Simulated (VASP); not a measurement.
# BN in VASP: notebook

BN is run at these levels: PBE, LDA; tasks: single point.

Everything below comes from runs of VASP 6.6.1. Logs are shortened: lines on timing, memory, paths and dates and some standing lists are left out, and cuts for length are marked.

### Step 1. The cell of the first run

The cell holds a sheet with vacuum, 2 atoms: a = 2.512 Å, b = 2.512 Å, c = 23.902 Å, α = 90.00°, β = 90.00°, γ = 120.00°.

### Step 2. Single point, PBE

Input file INCAR:

```
PREC = Accurate ; ENCUT = 520
EDIFF = 1E-7 ; ISMEAR = -1
SIGMA = 0.05 ; LREAL = F
LASPH = T ; NELM = 100
ALGO = Normal ; ISIF = 2
LWAVE = F ; LCHARG = F
GGA = PE ; NBANDS = 11
```

Input file KPOINTS:

```
regular mesh
0
Gamma
  12 12 1
```

Input file POSCAR:

```
BN
1.0
    2.5120600000     -0.0042300000      0.0000000000
   -1.2523700000      2.1776200000      0.0000000000
    0.0000000000      0.0000000000     23.9016000000
B N
1 1
Direct
    0.9940400000      0.9945700000      0.3137900000
    0.6607100000      0.3279100000      0.3137900000
```

Potentials or basis: VASP PAW PBE potentials, release 64 (B, N).

On the command line:

```
> cat potpaw_PBE.64/B/POTCAR potpaw_PBE.64/N/POTCAR > POTCAR
> mpirun -np 1 vasp_std > vasp.out
```

OUTCAR:

```text
PREC = Accurate
   ENCUT = 520
   EDIFF = 1E-7
   ISMEAR = -1
   LREAL = F
   LASPH = T
   NELM = 100
   ISIF = 2
   GGA = PE

 ion  position               nearest neighbor table
   1  0.994  0.995  0.314-   2 1.45   2 1.45   2 1.45
   2  0.661  0.328  0.314-   1 1.45   1 1.45   1 1.45

  LATTYP: Found a hexagonal cell.
 ALAT       =     2.5120635614
 C/A-ratio  =     9.5147274007

  Lattice vectors:

 A1 = (   2.5120600000,  -0.0042300000,   0.0000000000)
 A2 = (  -1.2523700000,   2.1776200000,   0.0000000000)
 A3 = (   0.0000000000,   0.0000000000,  23.9016000000)

Analysis of symmetry for initial positions (statically):
=====================================================================
 Subroutine PRICEL returns:
 Original cell was already a primitive cell.

 Routine SETGRP: Setting up the symmetry group for a
 hexagonal supercell.

 Subroutine GETGRP returns: Found  4 space group operations
 (whereof  1 operations were pure point group operations)
 out of a pool of 24 trial point group operations.

The static configuration has the point symmetry C_1 .
 The point group associated with its full space group is C_2v.

Analysis of symmetry for dynamics (positions and initial velocities):
=====================================================================
 Subroutine PRICEL returns:
 Original cell was already a primitive cell.

 Routine SETGRP: Setting up the symmetry group for a
 hexagonal supercell.

 Subroutine GETGRP returns: Found  4 space group operations
 (whereof  1 operations were pure point group operations)
 out of a pool of 24 trial point group operations.

The dynamic configuration has the point symmetry C_1 .
 The point group associated with its full space group is C_2v.

 Subroutine INISYM returns: Found  4 space group operations
 (whereof  1 operations are pure point group operations),
 and found     1 'primitive' translations

----------------------------------------------------------------------------------------

                                     Primitive cell

  volume of cell :     130.6226

  direct lattice vectors                    reciprocal lattice vectors
     2.512060000 -0.004230000  0.000000000     0.398465543  0.229161329  0.000000000
    -1.252370000  2.177620000  0.000000000     0.000774014  0.459662086  0.000000000
     0.000000000  0.000000000 23.901600000     0.000000000  0.000000000  0.041838203

  length of vectors
     2.512063561  2.512062794 23.901600000     0.459662598  0.459662738  0.041838203

  position of ions in fractional coordinates (direct lattice)
     0.994040000  0.994570000  0.313790000
     0.660710000  0.327910000  0.313790000

  ion indices of the primitive-cell ions
   primitive index   ion index
                 1           1
                 2           2

----------------------------------------------------------------------------------------

 KPOINTS: regular mesh

Automatic generation of k-mesh.
 Grid dimensions read from file:
 generate k-points for:   12   12    1

 Generating k-lattice:

  Cartesian coordinates                     Fractional coordinates (reciprocal lattice)
     0.033205462  0.019096777  0.000000000     0.083333333  0.000000000  0.000000000
     0.000064501  0.038305174  0.000000000    -0.000000000  0.083333333  0.000000000
     0.000000000  0.000000000  0.041838203     0.000000000  0.000000000  1.000000000

  Length of vectors
     0.038305216  0.038305228  0.041838203

  Shift w.r.t. Gamma in fractional coordinates (k-lattice)
     0.000000000  0.000000000  0.000000000

 Subroutine IBZKPT returns following result:
 ===========================================

 Found     43 irreducible k-points:

 Following reciprocal coordinates:
            Coordinates               Weight
  0.000000  0.000000  0.000000      1.000000
  0.083333 -0.000000  0.000000      4.000000
 -0.000000  0.083333  0.000000      2.000000
  0.166667  0.000000  0.000000      4.000000
 -0.000000  0.166667  0.000000      2.000000
  0.250000  0.000000  0.000000      4.000000
[... 16 lines left out ...]
 -0.083333  0.416667  0.000000      4.000000
 -0.416667  0.333333  0.000000      4.000000
 [... further k-points ...]
   k-points           NKPTS =     43   k-points in BZ     NKDIM =     43   number of bands    NBANDS=     11
   number of dos      NEDOS =    301   number of ions     NIONS =      2
   total plane-waves  NPLWV =  72000
   dimension x,y,z NGX =    20 NGY =   20 NGZ =  180
   dimension x,y,z NGXF=    40 NGYF=   40 NGZF=  360
   ions per type =               1   1
   NGX,Y,Z   is equivalent  to a cutoff of  13.24, 13.24, 12.52 a.u.
   NGXF,Y,Z  is equivalent  to a cutoff of  26.47, 26.47, 25.04 a.u.
 SYSTEM =  unknown system
   PREC   = accura    normal or accurate (medium, high low for compatibility)
   ISTART =      0    job   : 0-new  1-cont  2-samecut
   ICHARG =      2    charge: 1-file 2-atom 10-const
   ISPIN  =      1    spin polarized calculation?
   LNONCOLLINEAR =      F non collinear calculations
   LSORBIT =      F    spin-orbit coupling
   LASPH  =      T    aspherical Exc in radial PAW
   ENCUT  =  520.0 eV  38.22 Ry    6.18 a.u.   4.67  4.67 44.44*2*pi/ulx,y,z
   NELM   =    100;   NELMIN=  2; NELMDL= -5     # of ELM steps
   EDIFF  = 0.1E-06   stopping-criterion for ELM
   LREAL  =      F    real-space projection
   EDIFFG = 0.1E-05   stopping-criterion for IOM
   NSW    =      0    number of steps for IOM
   IBRION =     -1    ionic relax: 0-MD 1-quasi-New 2-CG
   NFREE  =      0    steps in history (QN), initial steepest desc. (CG)
   ISIF   =      2    stress and relaxation
   ISYM   =      2    0-nonsym 1-usesym 2-fastsym
   POTIM  = 0.5000    time-step for ionic-motion
   TEBEG  =    0.0;   TEEND  =   0.0 temperature during run
   PSTRESS=    0.0 pullay stress
   NELECT =       8.0000    total number of electrons
   NUPDOWN=      -1.0000    fix difference up-down
   EMIN   =  10.00;   EMAX   =-10.00  energy-range for DOS
   EFERMI =   0.00;   METHOD = LEGACY
   ISMEAR =    -1;   SIGMA  =   0.05  broadening in eV -4-tet -1-fermi 0-gaus
   EFERMI_NEDOS =   21; number of points for ismear=-14 and -15
   IALGO  =     38    algorithm
   IMIX   =      4    mixing-type and parameters
     AMIX     =   0.40;   BMIX     =  1.00
     AMIX_MAG =   1.60;   BMIX_MAG =  1.00
  volume/ion in A,a.u.               =      65.31       440.74
  Fermi-wavevector in a.u.,A,eV,Ry     =   0.645306  1.219451  5.665728  0.416419
  Thomas-Fermi vector in A             =   1.712918
   LORBIT       =      0    0 simple, 1 ext, 2 COOP (PROOUT), +10 PAW based schemes
   GGA     = PE    functional components
   LHFCALC =     F    Hartree Fock is set to
   AEXX    =    0.0000 exact exchange contribution
   IVDW    =     0    specifies the selected vdW correction
   LEPSILON=     F    determine dielectric tensor
   LRPA    =     F    only Hartree local field effects (RPA)
 non-spin polarized calculation
  energy-cutoff  :      520.00
  volume of cell :      130.62
 maximum number of plane-waves:      3557
   NGX =  9   NGY =  9   NGZ = 89

 number of electron       7.9999999 magnetization

 Free energy of the ion-electron system (eV)
  ---------------------------------------------------
  ext. energy  EPLUGINS =         0.00000000
  ---------------------------------------------------
  free energy    TOTEN  =       -17.60060909 eV

  energy without entropy =      -17.60060909  energy(sigma->0) =      -17.60060909

 E-fermi :  -3.6476     XC(G=0):  -1.7676

 val. band max:       -4.6958021959   @ k =   0.3333   0.3333   0.0000
 cond. band min:      -0.0333473426   @ k =   0.3333   0.3333   0.0000
 fundamental gap:      4.6624548533
 Fermi energy:        -3.6475675201

 k-point     1 :       0.0000    0.0000    0.0000
  band No.  band energies     occupation
      1     -22.3102      2.00000
      2      -9.8959      2.00000
      3      -6.0482      2.00000
      4      -6.0479      2.00000
      5      -0.0037      0.00000
      6       0.8929      0.00000
      7       1.2017      0.00000
      8       1.7710      0.00000
      9       2.0683      0.00000
     10       3.1737      0.00000
     11       3.5518      0.00000

 k-point     2 :       0.0833   -0.0000    0.0000
  band No.  band energies     occupation
      1     -22.1775      2.00000
      2      -9.7178      2.00000
      3      -6.6052      2.00000
      4      -6.3039      2.00000
      5       0.2254      0.00000
      6       1.1041      0.00000
      7       1.4228      0.00000
      8       1.9859      0.00000
      9       2.2911      0.00000
     10       3.3797      0.00000
     11       3.7762      0.00000

 k-point     3 :      -0.0000    0.0833    0.0000
  band No.  band energies     occupation
      1     -22.1775      2.00000
      2      -9.7178      2.00000
      3      -6.6054      2.00000
      4      -6.3037      2.00000
      5       0.2254      0.00000
      6       1.1041      0.00000
      7       1.4228      0.00000
      8       1.9859      0.00000
      9       2.2911      0.00000
     10       3.3797      0.00000
     11       3.7762      0.00000

 k-point     4 :       0.1667    0.0000    0.0000
  band No.  band energies     occupation
      1     -21.7869      2.00000
      2      -9.1917      2.00000
      3      -8.0091      2.00000
      4      -6.9269      2.00000
      5       0.8852      0.00000
      6       1.7273      0.00000
      7       2.0846      0.00000
      8       2.6237      0.00000
      9       2.9506      0.00000
     10       3.9691      0.00000
     11       4.4250      0.00000
[... 239 lines left out ...]
 k-point    22 :       0.3333    0.0833    0.0000
  band No.  band energies     occupation
      1     -19.9004      2.00000
      2     -12.2833      2.00000
      3      -8.8849      2.00000
      4      -6.5762      2.00000
      5       1.5243      0.00000
      6       4.3274      0.00000
      7       5.5816      0.00000
      8       5.7957      0.00000
      9       6.1724      0.00000
     10       6.4256      0.00000
     11       6.8750      0.00000

 k-point    23 :      -0.0833    0.4167    0.0000
  band No.  band energies     occupation
      1     -19.9004      2.00000
      2     -12.2834      2.00000
      3      -8.8848      2.00000
      4      -6.5761      2.00000
      5       1.5242      0.00000
      6       4.3274      0.00000
      7       5.5816      0.00000
      8       5.7957      0.00000
      9       6.1724      0.00000
     10       6.4256      0.00000
     11       6.8750      0.00000

 k-point    24 :      -0.4167    0.3333    0.0000
  band No.  band energies     occupation
      1     -19.9004      2.00000
      2     -12.2833      2.00000
      3      -8.8849      2.00000
      4      -6.5762      2.00000
      5       1.5243      0.00000
      6       4.3274      0.00000
      7       5.5815      0.00000
      8       5.7957      0.00000
      9       6.1724      0.00000
     10       6.4256      0.00000
     11       6.8750      0.00000

 [... further k-points ...]

------------------------ aborting loop because EDIFF is reached ----------------------------------------

  FORCE on cell =-STRESS in cart. coord.  units (eV):
  Direction    XX          YY          ZZ          XY          YZ          ZX
  --------------------------------------------------------------------------------------
  -------------------------------------------------------------------------------------
  Total        0.0185402      0.0187777     -0.0184880      0.0000004      0.0000000      0.0000000
  in kB        0.2274088      0.2303213     -0.2267684      0.0000046      0.0000000      0.0000000
  external PRESSURE =       0.0769873 kB  Pullay stress =       0.0000000 kB

 VOLUME and BASIS-vectors are now :
 -----------------------------------------------------------------------------
  energy-cutoff  :      520.00
  volume of cell :      130.62
      direct lattice vectors                 reciprocal lattice vectors
     2.512060000 -0.004230000  0.000000000     0.398465543  0.229161329  0.000000000
    -1.252370000  2.177620000  0.000000000     0.000774014  0.459662086  0.000000000
     0.000000000  0.000000000 23.901600000     0.000000000  0.000000000  0.041838203

 POSITION                                       TOTAL-FORCE (eV/Angst)
 -----------------------------------------------------------------------------------
      1.25152      2.16159      7.50008         0.000001      0.000576      0.000000
      1.24908      0.71127      7.50008        -0.000001     -0.000576      0.000000
 -----------------------------------------------------------------------------------
    total drift:                                0.000091      0.000040      0.000005

  FREE ENERGIE OF THE ION-ELECTRON SYSTEM (eV)
  ---------------------------------------------------
  free  energy   TOTEN  =       -17.6006090943 eV

  energy  without entropy=      -17.6006090942  energy(sigma->0) =      -17.60060909
```

Wall time 2.6 min (1 thread of Intel Xeon 8259CL, shared host); peak memory 0.27 GiB.

Results:

* Free energy: -17.6006 eV
* Band gap on the k mesh: 4.66 eV

### Step 3. Single point, PBE

Input file INCAR:

```
SYSTEM = BN
PREC = Accurate
ENCUT = 520
EDIFF = 1E-6
ISMEAR = -1
SIGMA = 0.05
LREAL = .FALSE.
LASPH = .TRUE.
NELM = 100
ALGO = Normal
ISIF = 2
LWAVE = .FALSE.
LCHARG = .FALSE.
LDIPOL = .TRUE.
IDIPOL = 3
DIPOL = 0.5 0.5 0.314
GGA = PE
NBANDS = 11
```

Input file KPOINTS:

```
regular mesh
0
G
  12 12 1
  0 0 0
```

POSCAR is that of step 2.

Potentials or basis: VASP PAW PBE potentials, release 64 (B, N).

On the command line:

```
> cat potpaw_PBE.64/B/POTCAR potpaw_PBE.64/N/POTCAR > POTCAR
> mpirun -np 1 vasp_std > vasp.out
```

Run time: 2.1 min. Hardware: 1 thread of Intel Xeon 8259CL, shared host; peak memory 0.27 GiB.

Results (log left out):

| Item | Value |
| --- | --- |
| Free energy | -17.6006 eV |
| Band gap on the k mesh | 4.66 eV |

Levels at points of the mesh, in eV from the valence-band top:
| k point | band 2 | band 3 | band 4 | band 5 | band 6 | band 7 |
| --- | --- | --- | --- | --- | --- | --- |
| (0.00, 0.00, 0.00) | -5.20 | -1.35 | -1.35 | 4.69 | 5.59 | 5.89 |
| (0.50, 0.00, 0.00) | -8.85 | -4.12 | -0.90 | 4.78 | 9.66 | 12.44 |
| (0.00, 0.50, 0.00) | -8.85 | -4.12 | -0.90 | 4.78 | 9.66 | 12.44 |

### Step 4. Single point, LDA

Input file INCAR:

```
PREC = Accurate
ENCUT = 520
EDIFF = 1E-6
ISMEAR = -1
SIGMA = 0.05
LREAL = F
LASPH = T
NELM = 100
ALGO = Normal
ISIF = 2
LWAVE = F
LCHARG = F
LDIPOL = T
IDIPOL = 3
DIPOL = 0.5 0.5 0.314
NBANDS = 11
```

Input file KPOINTS:

```
Automatic mesh
0
Gamma
  12 12 1
```

POSCAR is that of step 3.

Potentials or basis: VASP PAW LDA potentials, release 64 (B, N).

On the command line:

```
> cat potpaw_LDA.64/B/POTCAR potpaw_LDA.64/N/POTCAR > POTCAR
> mpirun -np 1 vasp_std > vasp.out
```

Run time: 2.1 min. Hardware: 1 thread of Intel Xeon 8259CL, shared host; peak memory 0.23 GiB.

It converged, with:

```
Free energy            : -19.2264 eV
Band gap on the k mesh : 4.53 eV
```

Levels at points of the mesh, in eV from the valence-band top:
| k point | band 1 | band 2 | band 3 | band 4 | band 5 | band 6 | band 7 | band 8 |
| --- | --- | --- | --- | --- | --- | --- | --- | --- |
| (0.00, 0.00, 0.00) | -17.40 | -5.27 | -1.37 | -1.37 | 4.81 | 5.89 | 6.19 | 6.75 |
| (0.50, 0.00, 0.00) | -14.32 | -8.83 | -4.15 | -0.91 | 4.63 | 9.64 | 12.45 | 13.04 |
| (0.00, 0.50, 0.00) | -14.32 | -8.83 | -4.15 | -0.91 | 4.63 | 9.64 | 12.45 | 13.04 |

### Step 5. Summary

```csv
level,potentials or basis,dipole correction,gap on the mesh (eV)
PBE,"VASP PAW PBE potentials, release 64 (B, N)",no,4.66
PBE,"VASP PAW PBE potentials, release 64 (B, N)",yes,4.66
LDA,"VASP PAW LDA potentials, release 64 (B, N)",yes,4.53
```

Alike in all rows: task single point; no spin polarisation; cell as given; k mesh 12 × 12 × 1; cutoff (eV) 520; smearing fermi-dirac 0.05 eV.

Absolute energies hang on the potentials; compare differences alone.
